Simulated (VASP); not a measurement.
# CaO (F-43m) in VASP: single point with HSE06

Aim: the single point of CaO with HSE06.

All numbers are computed with VASP 6.6.1; they aren't measurements. Logs are shortened: lines on timing, memory, paths and dates and some standing lists are left out, and cuts for length are marked.

## 1. The cell of the first run

It takes space group F-43m (No. 216, cubic). The conventional cell has a = 5.422 Å, b = 5.422 Å, c = 5.422 Å, α = 90.00°, β = 90.00°, γ = 90.00°. Within 3.1 Å of Ca (site symmetry -43m) lie 4 O at 2.35 Å. Within 3.1 Å of O (site symmetry -43m) lie 4 Ca at 2.35 Å.

## 2. Single point, HSE06 (strain +4.0%)

POSCAR

```
CaO
1.0
    0.0000000000      2.7110010085      2.7110010085
    2.7110010085      0.0000000000      2.7110010085
    2.7110010085      2.7110010085      0.0000000000
Ca O
1 1
Direct
    0.0000000000      0.0000000000      0.0000000000
    0.2500000000      0.2500000000      0.2500000000
```

INCAR.step1

```
SYSTEM = CaO
ALGO = Normal
EDIFF = 1E-5
ENCUT = 520
GGA = PE
ISIF = 2
ISMEAR = 0
LASPH = .TRUE.
LREAL = .FALSE.
LWAVE = .TRUE.
NBANDS = 15
NELM = 80
PREC = Accurate
SIGMA = 0.01
```

INCAR.step2

```
SYSTEM = CaO
ALGO = Normal
EDIFF = 1E-6
ENCUT = 520
GGA = PE
HFSCREEN = 0.2079
ISIF = 2
ISMEAR = 0
ISTART = 1
LASPH = .TRUE.
LCHARG = .TRUE.
LELF = .TRUE.
LHFCALC = .TRUE.
LREAL = .FALSE.
LVHAR = .TRUE.
LWAVE = .FALSE.
NBANDS = 15
NELM = 80
PREC = Accurate
PRECFOCK = Normal
SIGMA = 0.01
```

KPOINTS

```
k-points
0
G
  6 6 6
  0 0 0
```

Potentials or basis: VASP PAW PBE potentials, release 64 (Ca_sv, O).

Command:

```bash
cat potpaw_PBE.64/Ca_sv/POTCAR potpaw_PBE.64/O/POTCAR > POTCAR
cp INCAR.step1 INCAR
mpirun -np 1 vasp_std > vasp.out
cp INCAR.step2 INCAR
mpirun -np 1 vasp_std > vasp.out
```

OUTCAR:

```text
SYSTEM = CaO
   EDIFF = 1E-6
   ENCUT = 520
   GGA = PE
   HFSCREEN = 0.2079
   ISIF = 2
   ISMEAR = 0
   ISTART = 1
   LASPH = .TRUE.
   LHFCALC = .TRUE.
   LREAL = .FALSE.
   NELM = 80
   PREC = Accurate
   PRECFOCK = Normal

 ion  position               nearest neighbor table
   1  0.000  0.000  0.000-   2 2.35   2 2.35   2 2.35   2 2.35
   2  0.250  0.250  0.250-   1 2.35   1 2.35   1 2.35   1 2.35

  LATTYP: Found a face centered cubic cell.
 ALAT       =     5.4220020170

  Lattice vectors:

 A1 = (   0.0000000000,   2.7110010085,   2.7110010085)
 A2 = (   2.7110010085,   0.0000000000,   2.7110010085)
 A3 = (   2.7110010085,   2.7110010085,   0.0000000000)

Analysis of symmetry for initial positions (statically):
=====================================================================
 Subroutine PRICEL returns:
 Original cell was already a primitive cell.

 Routine SETGRP: Setting up the symmetry group for a
 face centered cubic supercell.

 Subroutine GETGRP returns: Found 24 space group operations
 (whereof 24 operations were pure point group operations)
 out of a pool of 48 trial point group operations.

The static configuration has the point symmetry T_d .

Analysis of symmetry for dynamics (positions and initial velocities):
=====================================================================
 Subroutine PRICEL returns:
 Original cell was already a primitive cell.

 Routine SETGRP: Setting up the symmetry group for a
 face centered cubic supercell.

 Subroutine GETGRP returns: Found 24 space group operations
 (whereof 24 operations were pure point group operations)
 out of a pool of 48 trial point group operations.

The dynamic configuration has the point symmetry T_d .

 Subroutine INISYM returns: Found 24 space group operations
 (whereof 24 operations are pure point group operations),
 and found     1 'primitive' translations

----------------------------------------------------------------------------------------

                                     Primitive cell

  volume of cell :      39.8491

  direct lattice vectors                    reciprocal lattice vectors
     0.000000000  2.711001008  2.711001008    -0.184433720  0.184433720  0.184433720
     2.711001008  0.000000000  2.711001008     0.184433720 -0.184433720  0.184433720
     2.711001008  2.711001008  0.000000000     0.184433720  0.184433720 -0.184433720

  length of vectors
     3.833934394  3.833934394  3.833934394     0.319448573  0.319448573  0.319448573

  position of ions in fractional coordinates (direct lattice)
     0.000000000  0.000000000  0.000000000
     0.250000000  0.250000000  0.250000000

  ion indices of the primitive-cell ions
   primitive index   ion index
                 1           1
                 2           2

----------------------------------------------------------------------------------------

 KPOINTS: k-points

Automatic generation of k-mesh.
 Grid dimensions read from file:
 generate k-points for:    6    6    6

 Generating k-lattice:

  Cartesian coordinates                     Fractional coordinates (reciprocal lattice)
    -0.030738953  0.030738953  0.030738953     0.166666667  0.000000000  0.000000000
     0.030738953 -0.030738953  0.030738953     0.000000000  0.166666667  0.000000000
     0.030738953  0.030738953 -0.030738953     0.000000000  0.000000000  0.166666667

  Length of vectors
     0.053241429  0.053241429  0.053241429

  Shift w.r.t. Gamma in fractional coordinates (k-lattice)
     0.000000000  0.000000000  0.000000000

 Subroutine IBZKPT returns following result:
 ===========================================

 Found     16 irreducible k-points:

 Following reciprocal coordinates:
            Coordinates               Weight
  0.000000  0.000000  0.000000      1.000000
  0.166667  0.000000  0.000000      8.000000
  0.333333  0.000000  0.000000      8.000000
  0.500000  0.000000  0.000000      4.000000
  0.166667  0.166667  0.000000      6.000000
  0.333333  0.166667  0.000000     24.000000
[... 8 lines left out ...]
 -0.333333  0.333333  0.166667     24.000000
 -0.333333  0.500000  0.166667     12.000000
   k-points           NKPTS =     16   k-points in BZ     NKDIM =    216   number of bands    NBANDS=     15
   number of dos      NEDOS =    301   number of ions     NIONS =      2
   total plane-waves  NPLWV =  27000
   dimension x,y,z NGX =    30 NGY =   30 NGZ =   30
   dimension x,y,z NGXF=    60 NGYF=   60 NGZF=   60
   ions per type =               1   1
   NGX,Y,Z   is equivalent  to a cutoff of  13.01, 13.01, 13.01 a.u.
   NGXF,Y,Z  is equivalent  to a cutoff of  26.02, 26.02, 26.02 a.u.
 SYSTEM =  CaO
   PREC   = accura    normal or accurate (medium, high low for compatibility)
   ISTART =      1    job   : 0-new  1-cont  2-samecut
   ICHARG =      0    charge: 1-file 2-atom 10-const
   ISPIN  =      1    spin polarized calculation?
   LNONCOLLINEAR =      F non collinear calculations
   LSORBIT =      F    spin-orbit coupling
   LASPH  =      T    aspherical Exc in radial PAW
   ENCUT  =  520.0 eV  38.22 Ry    6.18 a.u.   7.13  7.13  7.13*2*pi/ulx,y,z
   NELM   =     80;   NELMIN=  2; NELMDL=  0     # of ELM steps
   EDIFF  = 0.1E-05   stopping-criterion for ELM
   LREAL  =      F    real-space projection
   EDIFFG = 0.1E-04   stopping-criterion for IOM
   NSW    =      0    number of steps for IOM
   IBRION =     -1    ionic relax: 0-MD 1-quasi-New 2-CG
   NFREE  =      0    steps in history (QN), initial steepest desc. (CG)
   ISIF   =      2    stress and relaxation
   ISYM   =      3    0-nonsym 1-usesym 2-fastsym
   POTIM  = 0.5000    time-step for ionic-motion
   TEBEG  =    0.0;   TEEND  =   0.0 temperature during run
   PSTRESS=    0.0 pullay stress
   NELECT =      16.0000    total number of electrons
   NUPDOWN=      -1.0000    fix difference up-down
   EMIN   =  10.00;   EMAX   =-10.00  energy-range for DOS
   EFERMI =   0.00;   METHOD = LEGACY
   ISMEAR =     0;   SIGMA  =   0.01  broadening in eV -4-tet -1-fermi 0-gaus
   EFERMI_NEDOS =   21; number of points for ismear=-14 and -15
   IALGO  =     38    algorithm
   IMIX   =      1    mixing-type and parameters
     AMIX     =   0.40;   BMIX     =  1.00
     AMIX_MAG =   1.60;   BMIX_MAG =  1.00
  volume/ion in A,a.u.               =      19.92       134.46
  Fermi-wavevector in a.u.,A,eV,Ry     =   1.207745  2.282307 19.846101  1.458647
  Thomas-Fermi vector in A             =   2.343373
   LORBIT       =      0    0 simple, 1 ext, 2 COOP (PROOUT), +10 PAW based schemes
   GGA     = PE    functional components
   LHFCALC =     T    Hartree Fock is set to
   PRECFOCK=normal    Normal, Fast or Accurate (Low or Medium for compatibility)
   ENCUT4O =  -1.0   cutoff for four orbital integrals eV
   NKREDX  =     1    reduce k-point grid by
   NKREDY  =     1    reduce k-point grid by
   NKREDZ  =     1    reduce k-point grid by
   AEXX    =    0.2500 exact exchange contribution
   HFSCREEN=    0.2079 screening length (either q_TF or 0.3 A-1)
   HFSCREENC=   0.2079 screening length for correlation (either q_TF or 0.3 A-1)
   ENCUTFOCK=  -1.0 apply spherical cutoff to Coloumb kernel
   IVDW    =     0    specifies the selected vdW correction
   LEPSILON=     F    determine dielectric tensor
   LRPA    =     F    only Hartree local field effects (RPA)
 non-spin polarized calculation
 Gauss-broadening in eV      SIGMA  =   0.01
  energy-cutoff  :      520.00
  volume of cell :       39.85
 maximum number of plane-waves:      1090
 NGX is ok and might be reduce to    30
  NGX = 24; NGY = 24; NGZ = 24

 number of electron      15.9999997 magnetization

 Free energy of the ion-electron system (eV)
  ---------------------------------------------------
  ext. energy  EPLUGINS =         0.00000000
  ---------------------------------------------------
  free energy    TOTEN  =       -14.35258437 eV

  energy without entropy =      -14.35258437  energy(sigma->0) =      -14.35258437

 E-fermi :  -0.9404     XC(G=0):  -7.0830

 val. band max:       -1.0330282444   @ k =   0.5000   0.5000   0.0000
 cond. band min:       3.2230194286   @ k =   0.0000   0.0000   0.0000
 fundamental gap:      4.2560476730
 Fermi energy:        -0.9404083641

 k-point     1 :       0.0000    0.0000    0.0000
  band No.  band energies     occupation
      1     -41.2771      2.00000
      2     -20.7572      2.00000
      3     -20.7572      2.00000
      4     -20.7572      2.00000
      5     -17.0885      2.00000
      6      -1.4620      2.00000
      7      -1.4620      2.00000
      8      -1.4620      2.00000
      9       3.2230      0.00000
     10       8.5341      0.00000
     11       8.5341      0.00000
     12       9.9468      0.00000
     13       9.9468      0.00000
     14       9.9468      0.00000
     15      16.0601      0.00000

 k-point     2 :       0.1667    0.0000    0.0000
  band No.  band energies     occupation
      1     -41.2705      2.00000
      2     -20.8928      2.00000
      3     -20.7669      2.00000
      4     -20.7669      2.00000
      5     -16.9466      2.00000
      6      -1.7271      2.00000
      7      -1.4069      2.00000
      8      -1.4069      2.00000
      9       4.0860      0.00000
     10       8.2615      0.00000
     11       8.2615      0.00000
     12       9.5474      0.00000
     13      10.1805      0.00000
     14      10.1805      0.00000
     15      13.8425      0.00000
[... 221 lines left out ...]
      3     -20.9005      2.00000
      4     -20.8333      2.00000
      5     -16.4690      2.00000
      6      -1.7637      2.00000
      7      -1.5389      2.00000
      8      -1.1096      2.00000
      9       5.5266      0.00000
     10       7.0424      0.00000
     11       8.7030      0.00000
     12       9.8363      0.00000
     13      10.1138      0.00000
     14      11.1567      0.00000
     15      12.4895      0.00000

 k-point    16 :      -0.3333    0.5000    0.1667
  band No.  band energies     occupation
      1     -41.2420      2.00000
      2     -21.2661      2.00000
      3     -20.8926      2.00000
      4     -20.8566      2.00000
      5     -16.4333      2.00000
      6      -1.9825      2.00000
      7      -1.3275      2.00000
      8      -1.0415      2.00000
      9       5.2596      0.00000
     10       6.8790      0.00000
     11       9.1256      0.00000
     12       9.6736      0.00000
     13      10.3091      0.00000
     14      12.0719      0.00000
     15      13.0792      0.00000

------------------------ aborting loop because EDIFF is reached ----------------------------------------

  FORCE on cell =-STRESS in cart. coord.  units (eV):
  Direction    XX          YY          ZZ          XY          YZ          ZX
  --------------------------------------------------------------------------------------
  -------------------------------------------------------------------------------------
  Total       -1.7805179     -1.7805179     -1.7805179     -0.0000000     -0.0000000      0.0000000
  in kB      -71.5876138    -71.5876138    -71.5876138     -0.0000000     -0.0000000      0.0000000
  external PRESSURE =     -71.5876138 kB  Pullay stress =       0.0000000 kB

 VOLUME and BASIS-vectors are now :
 -----------------------------------------------------------------------------
  energy-cutoff  :      520.00
  volume of cell :       39.85
      direct lattice vectors                 reciprocal lattice vectors
     0.000000000  2.711001008  2.711001008    -0.184433720  0.184433720  0.184433720
     2.711001008  0.000000000  2.711001008     0.184433720 -0.184433720  0.184433720
     2.711001008  2.711001008  0.000000000     0.184433720  0.184433720 -0.184433720

 POSITION                                       TOTAL-FORCE (eV/Angst)
 -----------------------------------------------------------------------------------
      0.00000      0.00000      0.00000         0.000000      0.000000     -0.000000
      1.35550      1.35550      1.35550        -0.000000     -0.000000      0.000000
 -----------------------------------------------------------------------------------
    total drift:                               -0.000001      0.000002      0.000001

  FREE ENERGIE OF THE ION-ELECTRON SYSTEM (eV)
  ---------------------------------------------------
  free  energy   TOTEN  =       -14.3525843699 eV

  energy  without entropy=      -14.3525843699  energy(sigma->0) =      -14.35258437
```

It took 58 min on 1 thread of AMD EPYC 7R43 (Zen 3), shared host; peak memory 0.25 GiB.

Results:

```
Free energy            : -14.3526 eV
Pressure               : -7.2 GPa
Band gap on the k mesh : 4.26 eV (least direct gap 4.68 eV)
```

Caveat: the cell differs from its parent crystal (strain +4.0%); the cell stands under tension; the structure was generated, so it needn't be the stable form of CaO; the PAW data sets were made with another functional, which shifts forces and pressure a little. A k mesh can miss the band edges.
